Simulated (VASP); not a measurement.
## HfO2: single point with PBEsol

HfO2:

```
Hf O
1.0
     4.81353    0.00000    0.00000
     0.00000    4.81353    0.00000
     0.00000    0.00000    3.20541
Hf O
2 4
Cartesian
  0.0000 0.0000 0.0000
  2.4068 2.4068 1.6027
  0.9384 3.8751 1.6027
  1.4683 1.4683 0.0000
  3.3452 3.3452 0.0000
  3.8751 0.9384 1.6027
```

| Item | Value |
| --- | --- |
| Program | VASP 6.6.1 |
| Task | single point |
| Functional | PBEsol |
| Potentials or basis | VASP PAW PBE potentials, release 64 (Hf_pv, O) |
| Cutoff | 520 eV |
| k mesh | 6 × 6 × 8 |
| Occupations | gaussian, width 0.01 eV |
| Spin | no spin polarisation |
| Dipole correction | no |
| Further INCAR settings | ALGO = Normal; EDIFF = 1e-07; NBANDS = 31 |

```yaml
Pressure: -0.9 GPa
Largest_force: 0.031 eV/Å
Band_gap_on_the_k_mesh: 3.87 eV, direct
```

Forces on the atoms (eV/Å):
```
Hf   0.000  0.000  0.000
Hf   0.000  0.000  0.000
O   -0.022  0.022  0.000
O    0.022  0.022  0.000
O   -0.022 -0.022  0.000
O    0.022 -0.022  0.000
```

Stress tensor (GPa, compression positive):
```
-0.64  0.00  0.00
 0.00 -0.64  0.00
 0.00  0.00 -1.39
```

Levels at points of the mesh, in eV from the valence-band top:
```tsv
k point	band 18	band 19	band 20	band 21	band 22	band 23	band 24	band 25	band 26	band 27
(0.00, 0.00, 0.00)	-1.64	-0.75	-0.50	-0.50	0.00	3.87	4.05	5.17	5.53	5.53
(0.50, 0.00, 0.00)	-2.81	-1.48	-1.48	-0.68	-0.68	4.56	4.56	6.17	6.17	6.45
(0.50, 0.50, 0.00)	-1.81	-1.15	-1.15	-0.84	-0.84	4.13	4.13	5.60	5.60	6.62
(0.00, 0.00, 0.50)	-2.17	-2.07	-2.07	-0.97	-0.97	5.56	5.56	6.04	6.04	6.05
(0.50, 0.00, 0.50)	-1.83	-1.79	-1.79	-0.94	-0.94	4.09	4.09	6.29	6.29	6.90
(0.50, 0.50, 0.50)	-2.05	-1.12	-1.12	-0.51	-0.51	5.06	5.06	5.81	5.81	6.40
```

Wall time 65 s on 1 thread of Intel(R) Xeon(R) Platinum 8259CL CPU @ 2.50GHz (Skylake/Cascade Lake), on a shared host, peak memory 0.24 GiB.

Caveat: the PAW data sets were made with another functional, which shifts forces and pressure a little; spin-orbit coupling is left out, which moves the levels of the heavy elements. As with any semilocal functional, this PBEsol gap is likely too small.
